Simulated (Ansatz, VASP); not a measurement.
Two plane-wave programs on MgF2

Contents of INCAR:

```
SYSTEM = MgF2
PREC = Accurate
ENCUT = 600
EDIFF = 1E-7
ISMEAR = 0
SIGMA = 0.02
LREAL = .False.
LASPH = .True.
NELM = 120
ALGO = Normal
ISIF = 3
LWAVE = .False.
LCHARG = .False.
GGA = PE
IBRION = 2
NSW = 100
EDIFFG = -0.005
GGA_COMPAT = .False.
NELMIN = 4
```

The input KPOINTS:

```
regular mesh
0
Gamma
  6 6 8
  0 0 0
```

The input POSCAR:

```
MgF2
1.0
    4.6250000000      0.0000000000      0.0000000000
    0.0000000000      4.6250000000      0.0000000000
    0.0000000000      0.0000000000      3.0520000000
Mg F
2 4
Direct
    0.0000000000      0.0000000000      0.0000000000
    0.5000000000      0.5000000000      0.5000000000
    0.3030000000      0.3030000000      0.0000000000
    0.1970000000      0.8030000000      0.5000000000
    0.6970000000      0.6970000000      0.0000000000
    0.8030000000      0.1970000000      0.5000000000
```

Input for Ansatz:

```yaml
crystal:
  lattice:
    - [4.625, 0.0, 0.0]
    - [0.0, 4.625, 0.0]
    - [0.0, 0.0, 3.052]
  atoms:
    - { symbol: Mg, position: [0.0, 0.0, 0.0] }
    - { symbol: Mg, position: [0.5, 0.5, 0.5] }
    - { symbol: F, position: [0.303, 0.303, 0.0] }
    - { symbol: F, position: [0.197, 0.803, 0.5] }
    - { symbol: F, position: [0.697, 0.697, 0.0] }
    - { symbol: F, position: [0.803, 0.197, 0.5] }
basis:
  ecutwfc: 420
kpoints:
  mp_grid: { grid: [6, 6, 8] }
hamiltonian:
  xc: pbe
scf:
  occupations: { method: gaussian, width: 0.02 }
output:
  forces: true
  stress: true
  eigenvalues: true
relax:
  adjacent_minimum: "off"
  f_tol: 0.005
  max_steps: 80
  cell: { stress_tol: 0.05 }
```

Alike in both runs: task relaxation of cell and atoms; functional PBE; k mesh 6 × 6 × 8; occupations gaussian, width 0.02 eV; no spin polarisation.

|  | VASP | Ansatz |
| --- | --- | --- |
| version | VASP 6.6.1 | Ansatz 0.2.0 |
| potentials or method | VASP PAW PBE potentials, release 64 (Mg, F), cutoff 600 eV | scalar-relativistic, plane waves, PAW |
| valence electrons in the cell | 32 | 48 |

Ansatz gave:

```
gap on the k mesh at the Fermi level, each at its own relaxed structure (eV) : 6.84
relaxed volume (Å³/atom)                                                     : 11.38
relaxed cell length with the largest relative difference (Å)                 : 4.698
```

**Question.** Estimate VASP's values.

**Answer.** gap on the k mesh at the Fermi level, each at its own relaxed structure (eV): 6.86; relaxed volume (Å³/atom): 11.26; relaxed cell length with the largest relative difference (Å): 4.681.

VASP's potentials hold 32 valence electrons a cell and Ansatz's 48, so a difference there can come from the potentials and not from the codes.
